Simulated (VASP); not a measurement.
# ZrC in VASP: further runs

The runs below take ZrC through single point, relaxation of shape and atoms at fixed volume, with PBE.

All numbers are computed with VASP 6.6.1; they aren't measurements. Logs are shortened: lines on timing, memory, paths and dates and some standing lists are left out, and cuts for length are marked.

## (1) The cell of the first run

Symmetry: Cmc2_1, No. 36, orthorhombic system. Conventional cell: a = 3.887 Å, b = 6.665 Å, c = 4.718 Å, α = 90.00°, β = 90.00°, γ = 90.00°. Within 2.9 Å of Zr (site symmetry m) lie 5 C at 2.22 to 2.41 Å. C (site symmetry m) has 5 Zr at 2.22 to 2.41 Å within 2.9 Å.

## (2) Single point, PBE

File INCAR:

```
PREC = Accurate ; ENCUT = 520
EDIFF = 1E-6 ; ISMEAR = 0
SIGMA = 0.05 ; LREAL = F
LASPH = T ; NELM = 100
ALGO = Fast ; ISIF = 2
LWAVE = F ; LCHARG = F
GGA = PE ; NBANDS = 24
```

File KPOINTS:

```
Automatic mesh
0
Gamma
  12 12 6
```

File POSCAR:

```
ZrC
1.0
    3.8868520451      0.0000000000      0.0000000000
   -1.9434260226      3.3324514857      0.0000000000
    0.0000000000      0.0000000000      4.7180910788
Zr C
2 2
Direct
    0.6666666667      0.3333333333      0.0681625387
    0.3333333333      0.6666666667      0.5681625387
    0.6666666667      0.3333333333      0.5570374613
    0.3333333333      0.6666666667      0.0570374613
```

Potentials or basis: VASP PAW PBE potentials, release 64 (Zr_sv, C).

Launch:

```bash
> cat potpaw_PBE.64/Zr_sv/POTCAR potpaw_PBE.64/C/POTCAR > POTCAR
> mpirun -np 1 vasp_std > vasp.out
```

OUTCAR:

```text
PREC = Accurate
   ENCUT = 520
   EDIFF = 1E-6
   ISMEAR = 0
   LREAL = F
   LASPH = T
   NELM = 100
   ISIF = 2
   GGA = PE

 ion  position               nearest neighbor table
   1  0.667  0.333  0.068-   4 2.22   4 2.24   4 2.24   3 2.31   3 2.41   2 3.24   2 3.24   2 3.25
                             2 3.25   2 3.25   2 3.25
   2  0.333  0.667  0.568-   3 2.22   3 2.24   3 2.24   4 2.31   4 2.41   1 3.24   1 3.24   1 3.25
                             1 3.25   1 3.25   1 3.25
   3  0.667  0.333  0.557-   2 2.22   2 2.24   2 2.24   1 2.31   1 2.41
   4  0.333  0.667  0.057-   1 2.22   1 2.24   1 2.24   2 2.31   2 2.41

  Warning from LATTYP: Monoclinic adjustment (A1->A3, A2->A1, A3->A2)!
  LATTYP: Found a base centered orthorhombic cell.
 ALAT       =     3.8868520451
 B/A-ratio  =     1.7147302995
 C/A-ratio  =     1.2138591909

  Lattice vectors:

 A1 = (   1.9434260226,  -3.3324514857,   0.0000000000)
 A2 = (   1.9434260225,   3.3324514857,   0.0000000000)
 A3 = (   0.0000000000,   0.0000000000,   4.7180910788)

Analysis of symmetry for initial positions (statically):
=====================================================================
 Subroutine PRICEL returns:
 Original cell was already a primitive cell.

 Routine SETGRP: Setting up the symmetry group for a
 base centered orthorhombic supercell.

 Subroutine GETGRP returns: Found  4 space group operations
 (whereof  2 operations were pure point group operations)
 out of a pool of  8 trial point group operations.

The static configuration has the point symmetry C_1h.
 The point group associated with its full space group is C_2v.

Analysis of symmetry for dynamics (positions and initial velocities):
=====================================================================
 Subroutine PRICEL returns:
 Original cell was already a primitive cell.

 Routine SETGRP: Setting up the symmetry group for a
 base centered orthorhombic supercell.

 Subroutine GETGRP returns: Found  4 space group operations
 (whereof  2 operations were pure point group operations)
 out of a pool of  8 trial point group operations.

The dynamic configuration has the point symmetry C_1h.
 The point group associated with its full space group is C_2v.

 Subroutine INISYM returns: Found  4 space group operations
 (whereof  2 operations are pure point group operations),
 and found     1 'primitive' translations

----------------------------------------------------------------------------------------

                                     Primitive cell

  volume of cell :      61.1122

  direct lattice vectors                    reciprocal lattice vectors
     3.886852045  0.000000000  0.000000000     0.257277609  0.150039694  0.000000000
    -1.943426023  3.332451486  0.000000000     0.000000000  0.300079387  0.000000000
     0.000000000  0.000000000  4.718091079     0.000000000  0.000000000  0.211950126

  length of vectors
     3.886852045  3.857737369  4.718091079     0.297831626  0.300079387  0.211950126

  position of ions in fractional coordinates (direct lattice)
     0.666666667  0.333333333  0.068162539
     0.333333333  0.666666667  0.568162539
     0.666666667  0.333333333  0.557037461
     0.333333333  0.666666667  0.057037461

  ion indices of the primitive-cell ions
   primitive index   ion index
                 1           1
                 2           2
                 3           3
                 4           4

----------------------------------------------------------------------------------------

 KPOINTS: Automatic mesh

Automatic generation of k-mesh.
 Grid dimensions read from file:
 generate k-points for:   12   12    6

 Generating k-lattice:

  Cartesian coordinates                     Fractional coordinates (reciprocal lattice)
     0.021439801  0.012503308  0.000000000     0.083333333  0.000000000  0.000000000
     0.000000000  0.025006616  0.000000000     0.000000000  0.083333333  0.000000000
     0.000000000  0.000000000  0.035325021     0.000000000  0.000000000  0.166666667

  Length of vectors
     0.024819302  0.025006616  0.035325021

  Shift w.r.t. Gamma in fractional coordinates (k-lattice)
     0.000000000  0.000000000  0.000000000

 Subroutine IBZKPT returns following result:
 ===========================================

 Found    172 irreducible k-points:

 Following reciprocal coordinates:
            Coordinates               Weight
  0.000000  0.000000  0.000000      1.000000
  0.083333 -0.000000  0.000000      4.000000
  0.166667 -0.000000  0.000000      4.000000
  0.250000 -0.000000  0.000000      4.000000
  0.333333 -0.000000  0.000000      4.000000
  0.416667 -0.000000  0.000000      4.000000
[... 16 lines left out ...]
  0.333333  0.166667  0.000000      4.000000
  0.416667  0.166667  0.000000      4.000000
 [... further k-points ...]
   k-points           NKPTS =    172   k-points in BZ     NKDIM =    172   number of bands    NBANDS=     24
   number of dos      NEDOS =    301   number of ions     NIONS =      4
   total plane-waves  NPLWV =  32400
   dimension x,y,z NGX =    30 NGY =   30 NGZ =   36
   dimension x,y,z NGXF=    60 NGYF=   60 NGZF=   72
   ions per type =               2   2
   NGX,Y,Z   is equivalent  to a cutoff of  12.83, 12.93, 12.68 a.u.
   NGXF,Y,Z  is equivalent  to a cutoff of  25.66, 25.86, 25.37 a.u.
 SYSTEM =  unknown system
   PREC   = accura    normal or accurate (medium, high low for compatibility)
   ISTART =      0    job   : 0-new  1-cont  2-samecut
   ICHARG =      2    charge: 1-file 2-atom 10-const
   ISPIN  =      1    spin polarized calculation?
   LNONCOLLINEAR =      F non collinear calculations
   LSORBIT =      F    spin-orbit coupling
   LASPH  =      T    aspherical Exc in radial PAW
   ENCUT  =  520.0 eV  38.22 Ry    6.18 a.u.   7.23  7.17  8.77*2*pi/ulx,y,z
   NELM   =    100;   NELMIN=  2; NELMDL= -5     # of ELM steps
   EDIFF  = 0.1E-05   stopping-criterion for ELM
   LREAL  =      F    real-space projection
   EDIFFG = 0.1E-04   stopping-criterion for IOM
   NSW    =      0    number of steps for IOM
   IBRION =     -1    ionic relax: 0-MD 1-quasi-New 2-CG
   NFREE  =      0    steps in history (QN), initial steepest desc. (CG)
   ISIF   =      2    stress and relaxation
   ISYM   =      2    0-nonsym 1-usesym 2-fastsym
   POTIM  = 0.5000    time-step for ionic-motion
   TEBEG  =    0.0;   TEEND  =   0.0 temperature during run
   PSTRESS=    0.0 pullay stress
   NELECT =      32.0000    total number of electrons
   NUPDOWN=      -1.0000    fix difference up-down
   EMIN   =  10.00;   EMAX   =-10.00  energy-range for DOS
   EFERMI =   0.00;   METHOD = LEGACY
   ISMEAR =     0;   SIGMA  =   0.05  broadening in eV -4-tet -1-fermi 0-gaus
   EFERMI_NEDOS =   21; number of points for ismear=-14 and -15
   IALGO  =     68    algorithm
   IMIX   =      4    mixing-type and parameters
     AMIX     =   0.40;   BMIX     =  1.00
     AMIX_MAG =   1.60;   BMIX_MAG =  1.00
  volume/ion in A,a.u.               =      15.28       103.10
  Fermi-wavevector in a.u.,A,eV,Ry     =   1.319518  2.493528 23.689494  1.741129
  Thomas-Fermi vector in A             =   2.449411
   LORBIT       =      0    0 simple, 1 ext, 2 COOP (PROOUT), +10 PAW based schemes
   GGA     = PE    functional components
   LHFCALC =     F    Hartree Fock is set to
   AEXX    =    0.0000 exact exchange contribution
   IVDW    =     0    specifies the selected vdW correction
   LEPSILON=     F    determine dielectric tensor
   LRPA    =     F    only Hartree local field effects (RPA)
 non-spin polarized calculation
 RMM-DIIS sequential band-by-band and
 Gauss-broadening in eV      SIGMA  =   0.05
  energy-cutoff  :      520.00
  volume of cell :       61.11
 maximum number of plane-waves:      1672
 NGX is ok and might be reduce to    30
   NGX = 15   NGY = 15   NGZ = 17

 number of electron      32.0000000 magnetization

 Free energy of the ion-electron system (eV)
  ---------------------------------------------------
  ext. energy  EPLUGINS =         0.00000000
  ---------------------------------------------------
  free energy    TOTEN  =       -37.86687736 eV

  energy without entropy =      -37.86615155  energy(sigma->0) =      -37.86651445

 E-fermi :   7.5190     XC(G=0): -11.0664

 val. band max:        7.5108112419   @ k =   0.2500   0.1667   0.0000
 cond. band min:       7.5404945452   @ k =   0.5000   0.1667   0.0000
 fundamental gap:      0.0296833033
 Fermi energy:         7.5190234239

 k-point     1 :       0.0000    0.0000    0.0000
  band No.  band energies     occupation
      1     -40.5389      2.00000
      2     -40.4062      2.00000
      3     -18.9103      2.00000
      4     -18.6726      2.00000
      5     -18.6704      2.00000
      6     -18.4326      2.00000
[... 16 lines left out ...]
     23      14.9669      0.00000
     24      16.0092      0.00000

 k-point     2 :       0.0833   -0.0000    0.0000
  band No.  band energies     occupation
      1     -40.5362      2.00000
      2     -40.4075      2.00000
      3     -18.8989      2.00000
      4     -18.6819      2.00000
      5     -18.6784      2.00000
      6     -18.4477      2.00000
[... 16 lines left out ...]
     23      15.0998      0.00000
     24      15.4295      0.00000

 k-point     3 :       0.1667   -0.0000    0.0000
  band No.  band energies     occupation
      1     -40.5286      2.00000
      2     -40.4115      2.00000
      3     -18.8660      2.00000
      4     -18.7103      2.00000
      5     -18.6965      2.00000
      6     -18.4890      2.00000
[... 16 lines left out ...]
     23      14.4195      0.00000
     24      14.6839      0.00000

 k-point     4 :       0.2500   -0.0000    0.0000
  band No.  band energies     occupation
      1     -40.5171      2.00000
      2     -40.4179      2.00000
      3     -18.8154      2.00000
      4     -18.7492      2.00000
      5     -18.7197      2.00000
      6     -18.5442      2.00000
[... 16 lines left out ...]
     23      13.5779      0.00000
     24      13.9709      0.00000

 k-point     5 :       0.3333   -0.0000    0.0000
  band No.  band energies     occupation
      1     -40.5036      2.00000
      2     -40.4264      2.00000
      3     -18.7905      2.00000
      4     -18.7515      2.00000
      5     -18.7420      2.00000
      6     -18.5979      2.00000
[... 16 lines left out ...]
     23      12.8170      0.00000
     24      12.9866      0.00000

 k-point     6 :       0.4167   -0.0000    0.0000
  band No.  band energies     occupation
      1     -40.4910      2.00000
      2     -40.4353      2.00000
      3     -18.8189      2.00000
      4     -18.7577      2.00000
      5     -18.6925      2.00000
      6     -18.6362      2.00000
[... 16 lines left out ...]
     23      13.2644      0.00000
     24      13.3979      0.00000
[... 379 lines left out ...]
 k-point    21 :       0.1667    0.1667    0.0000
  band No.  band energies     occupation
      1     -40.5102      2.00000
      2     -40.4220      2.00000
      3     -18.7848      2.00000
      4     -18.7575      2.00000
      5     -18.7481      2.00000
      6     -18.5628      2.00000
[... 16 lines left out ...]
     23      13.0673      0.00000
     24      13.7077      0.00000

 k-point    22 :       0.2500    0.1667    0.0000
  band No.  band energies     occupation
      1     -40.4971      2.00000
      2     -40.4307      2.00000
      3     -18.7970      2.00000
      4     -18.7613      2.00000
      5     -18.7215      2.00000
      6     -18.6066      2.00000
[... 16 lines left out ...]
     23      12.8698      0.00000
     24      13.0991      0.00000

 k-point    23 :       0.3333    0.1667    0.0000
  band No.  band energies     occupation
      1     -40.4846      2.00000
      2     -40.4401      2.00000
      3     -18.8280      2.00000
      4     -18.7586      2.00000
      5     -18.6615      2.00000
      6     -18.6449      2.00000
[... 16 lines left out ...]
     23      12.8644      0.00000
     24      13.7390      0.00000

 k-point    24 :       0.4167    0.1667    0.0000
  band No.  band energies     occupation
      1     -40.4786      2.00000
      2     -40.4451      2.00000
      3     -18.8392      2.00000
      4     -18.7519      2.00000
      5     -18.6634      2.00000
      6     -18.6313      2.00000
[... 16 lines left out ...]
     23      12.9722      0.00000
     24      13.7635      0.00000

 [... further k-points ...]

------------------------ aborting loop because EDIFF is reached ----------------------------------------

  FORCE on cell =-STRESS in cart. coord.  units (eV):
  Direction    XX          YY          ZZ          XY          YZ          ZX
  --------------------------------------------------------------------------------------
  -------------------------------------------------------------------------------------
  Total        0.6092657      1.1171074      0.4158658     -0.0000000      0.0000000      0.0000000
  in kB       15.9730967     29.2871654     10.9027397     -0.0000000      0.0000000      0.0000000
  external PRESSURE =      18.7210006 kB  Pullay stress =       0.0000000 kB

 VOLUME and BASIS-vectors are now :
 -----------------------------------------------------------------------------
  energy-cutoff  :      520.00
  volume of cell :       61.11
      direct lattice vectors                 reciprocal lattice vectors
     3.886852045  0.000000000  0.000000000     0.257277609  0.150039694  0.000000000
    -1.943426023  3.332451486  0.000000000     0.000000000  0.300079387  0.000000000
     0.000000000  0.000000000  4.718091079     0.000000000  0.000000000  0.211950126

 POSITION                                       TOTAL-FORCE (eV/Angst)
 -----------------------------------------------------------------------------------
      1.94343      1.11082      0.32160        -0.000000      0.122985      0.007945
     -0.00000      2.22163      2.68064         0.000000     -0.122985      0.007945
      1.94343      1.11082      2.62815        -0.000000      0.077494     -0.007945
     -0.00000      2.22163      0.26911         0.000000     -0.077494     -0.007945
 -----------------------------------------------------------------------------------
    total drift:                                0.000000      0.000000      0.000810

  FREE ENERGIE OF THE ION-ELECTRON SYSTEM (eV)
  ---------------------------------------------------
  free  energy   TOTEN  =       -37.8668773638 eV

  energy  without entropy=      -37.8661515451  energy(sigma->0) =      -37.86651445
```

Run time: 8.8 min. Hardware: 1 thread of Oxide Virtual Turin-like, shared host; peak memory 0.3 GiB.

What came out:

| Item | Value |
| --- | --- |
| Free energy | -37.8669 eV |
| Pressure | 1.9 GPa |
| Largest force | 0.123 eV/Å |
| Band gap on the k mesh | zero (bands 16 and 17 overlap by 1.15 eV) |

Forces in eV/Å, atoms in the order of the input:
```
Zr   0.000  0.123  0.008
Zr   0.000 -0.123  0.008
C    0.000  0.077 -0.008
C    0.000 -0.077 -0.008
```

(Part 1 of 2 ends here.)

The gap in the log of VASP goes by the Fermi energy; the results here count the filled bands.